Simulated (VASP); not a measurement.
# N in VASP: a series of runs, part 2 of 2

VASP 6.6.1.

### Step 4. Single point, PBE+D3(BJ)

The input, INCAR:

```
SYSTEM = N
PREC = Accurate ; ENCUT = 910
EDIFF = 1E-6 ; ISMEAR = -1
SIGMA = 0.05 ; LREAL = Auto
LASPH = .TRUE. ; NELM = 120
ALGO = Normal ; ISIF = 2
LWAVE = .FALSE. ; LCHARG = .TRUE.
GGA = PE ; IVDW = 12
LELF = .TRUE. ; LVHAR = .TRUE.
NBANDS = 78 ; GGA_COMPAT = .FALSE.
```

The input, KPOINTS:

```
regular mesh
0
G
  1 1 1
  0 0 0
```

The input, POSCAR:

```
N
1.0
    8.8620950000      0.0000000000      0.0000000000
    0.0000000000      8.8620950000      0.0000000000
    0.0000000000      0.0000000000      8.8620950000
N
24
Direct
    0.7650109822      0.5455707708      0.3580530337
    0.8877246294      0.5700457962      0.3669674044
    0.6342518332      0.8712838217      0.6053760426
    0.7421721388      0.8153941026      0.6279440697
    0.2925719031      0.1604135365      0.9090401310
    0.2805544287      0.1154467426      0.7909754973
    0.5435960684      0.3413978297      0.0489613348
    0.6431887720      0.2921882467      0.1010709093
   -0.0076279932      0.0985997103      0.5430544358
   -0.0368197362      0.1482719380      0.4332609840
    0.3814560778      0.6053647586      0.7321406507
    0.2564969118      0.5825823352      0.7259118752
    0.2226787233      0.3519709504      0.3087870306
    0.2763229236      0.4373570809      0.3878428295
    0.3275410611      0.7957147830      0.4363302357
    0.2660206193      0.8685530904      0.3530316477
    0.5372544528      0.8631593320      0.0761219554
    0.5668185683      0.7438308887      0.1040837409
    0.5346027096      0.2029542676      0.4113135777
    0.5424112470      0.1965110959      0.5336548525
    0.9313147738      0.4479414856      0.8397111518
    0.8964358879      0.3654666306      0.7516958462
   -0.0005980527      0.9734379963      1.0935111844
   -0.0771826526      1.0111717376      0.9999892802
```

Launch:

```sh
> cat potpaw_PBE.64/N_h/POTCAR > POTCAR
> mpirun -np 1 vasp_gam > vasp.out
```

Wall time 3.9 min (1 thread of AMD EPYC 7R13 (Zen 3), shared host); peak memory 1.1 GiB.

The run converged. Its results:

```
Free energy                : -202.5407 eV
Pressure                   : -1.4 GPa
Largest force              : 4.234 eV/Å
Dispersion energy per atom : -0.040 eV
```

Forces in eV/Å, atoms in the order of the input:
```
N    1.256  0.225  0.107
N   -1.232 -0.258 -0.106
N   -0.864  0.436 -0.149
N    0.907 -0.476  0.217
N   -0.350 -1.073 -2.709
N    0.296  1.027  2.681
N   -1.784  0.988 -0.964
N    1.881 -0.912  0.880
N    0.140 -0.266  0.438
N   -0.176  0.195 -0.469
N   -3.169 -0.610 -0.078
N    3.198  0.566  0.196
N    1.738  2.833  2.536
N   -1.798 -2.787 -2.631
N   -1.278  1.543 -1.772
N    1.249 -1.463  1.714
N    0.473 -1.859  0.422
N   -0.462  1.874 -0.463
N   -0.113  0.022 -2.080
N    0.175 -0.043  2.195
N   -0.410 -0.934 -0.954
N    0.358  0.976  1.007
N   -1.594  0.761 -1.927
N    1.558 -0.763  1.909
```

Stress tensor (GPa, compression positive):
```
-1.32 -0.49 -0.72
-0.49 -1.49 -0.60
-0.72 -0.60 -1.27
```

Levels at points of the mesh, in eV from the Fermi level:
```
           k point  band 56  band 57  band 58  band 59  band 60  band 61  band 62  band 63  band 64  band 65
(0.00, 0.00, 0.00)    -1.49    -1.44    -1.34    -1.31    -1.28     5.97     6.06     6.17     6.19     6.25
```

Caveat: the k points lie up to 0.71 Å⁻¹ apart; the cutoff is under 1.25 times the usual one of these potentials, so pressure, stress and relaxed cells hold a basis-set (Pulay) error; the atoms stand as in a frame of molecular dynamics.

### Step 5. Single point, PBE+D3(BJ)

The input, INCAR:

```
SYSTEM = N
ALGO     = Normal         ! electronic algorithm
EDIFF    = 1E-6           ! SCF threshold, eV
ENCUT    = 910            ! plane-wave cutoff, eV
GGA      = PE             ! functional
GGA_COMPAT= .FALSE.      
ISIF     = 2              ! what is computed and relaxed
ISMEAR   = -1             ! smearing method
IVDW     = 12             ! dispersion correction
LASPH    = .TRUE.         ! aspherical terms in the spheres
LCHARG   = .FALSE.        ! write CHGCAR
LREAL    = Auto         
LWAVE    = .FALSE.        ! write WAVECAR
NBANDS   = 78             ! bands
NELM     = 120            ! most SCF steps
PREC     = Accurate       ! precision mode
SIGMA    = 0.05           ! smearing width, eV
```

The input, KPOINTS:

```
k-points
0
G
  1 1 1
  0 0 0
```

The input, POSCAR:

```
N
1.0
    8.8620950000      0.0000000000      0.0000000000
    0.0000000000      8.8620950000      0.0000000000
    0.0000000000      0.0000000000      8.8620950000
N
24
Direct
    0.7974658133      0.5915199081      0.3989286750
    0.8740604556      0.6258356825      0.3070663082
    0.6583216599      0.8854897132      0.6375895736
    0.7192119600      0.8352291319      0.7336431087
    0.2916621949      0.2526381313      0.8444860199
    0.2993088695      0.2353590495      0.7214616715
    0.5887967297      0.2084988312      0.0739795428
    0.7096340698      0.2372420408      0.0833557783
    0.0044502582      0.0629438229      0.5458456301
   -0.0182223999      0.1594250369      0.4707595080
    0.2360759352      0.6328243569      0.7594552881
    0.3447660453      0.6614952769      0.7061236922
    0.2342223071      0.4380736416      0.2343230705
    0.1986238960      0.3209391919      0.2123598500
    0.2138271770      0.8045161732      0.3710660605
    0.2438351111      0.8789382961      0.2759916947
    0.5874839216      0.8116606516      0.1084143031
    0.5222125369      0.7183290375      0.0585122539
    0.5451606097      0.2686057852      0.4419693585
    0.6306047831      0.2532861080      0.5311078433
    0.9266388930      0.4070358932      0.7669701713
    0.8272012893      0.4665184509      0.8120401687
    0.0915007005      0.9366059135      0.9340218805
   -0.0129176169      1.0033724751      0.9441941485
```

Launch:

```sh
> cat potpaw_PBE.64/N_h/POTCAR > POTCAR
> mpirun -np 1 vasp_gam > vasp.out
```

Wall time 3.8 min (1 thread of Intel Xeon Platinum 8488C (Sapphire Rapids), shared host); peak memory 1.1 GiB.

It converged, with:

* Free energy: -202.9337 eV
* Pressure: -0.2 GPa
* Largest force: 0.192 eV/Å
* Dispersion energy per atom: -0.040 eV

Forces in eV/Å, atoms in the order of the input:
```
N    0.025  0.000 -0.012
N   -0.005 -0.012  0.009
N   -0.041  0.037 -0.070
N    0.039 -0.032  0.057
N    0.000  0.001 -0.092
N   -0.010 -0.011  0.102
N    0.190  0.022 -0.010
N   -0.181 -0.024  0.010
N    0.005 -0.048  0.035
N   -0.026  0.052 -0.045
N    0.026  0.015 -0.018
N   -0.035 -0.013  0.014
N    0.017  0.040 -0.002
N   -0.006 -0.030 -0.014
N   -0.004  0.000 -0.003
N    0.011 -0.004  0.019
N    0.053  0.059  0.036
N   -0.037 -0.072 -0.038
N    0.038  0.001  0.035
N   -0.045  0.010 -0.026
N    0.062 -0.038 -0.030
N   -0.066  0.048  0.032
N    0.036 -0.024  0.000
N   -0.047  0.022  0.010
```

Levels at points of the mesh, in eV from the Fermi level:
| k point | band 58 | band 59 | band 60 | band 61 | band 62 | band 63 |
| --- | --- | --- | --- | --- | --- | --- |
| (0.00, 0.00, 0.00) | -1.38 | -1.32 | -1.30 | 6.29 | 6.33 | 6.34 |

Caveat: the k points lie up to 0.71 Å⁻¹ apart; the cutoff is under 1.25 times the usual one of these potentials, so pressure, stress and relaxed cells hold a basis-set (Pulay) error.

### Step 6. The runs side by side

| cell | pressure (GPa) | largest force (eV/Å) |
| --- | --- | --- |
| as given, atomic positions A | -0.6 | 2.29 |
| as given, atomic positions B | 0.1 | 2.73 |
| as given, atomic positions C | -1.4 | 4.23 |
| as given, atomic positions D | -0.2 | 0.19 |

Alike in all rows: task single point; level PBE+D3(BJ); potentials or basis VASP PAW PBE potentials, release 64 (N_h); no spin polarisation; k mesh 1 × 1 × 1; cutoff (eV) 910; smearing fermi-dirac 0.05 eV.

Caveats: all runs use coarse meshes; the cutoff is under 1.25 times the usual one of these potentials, so pressure, stress and relaxed cells hold a basis-set (Pulay) error; the atoms stand as in a frame of molecular dynamics (at least some runs).

Total energies depend on the potentials used, so only differences within one code and one set of settings carry meaning.
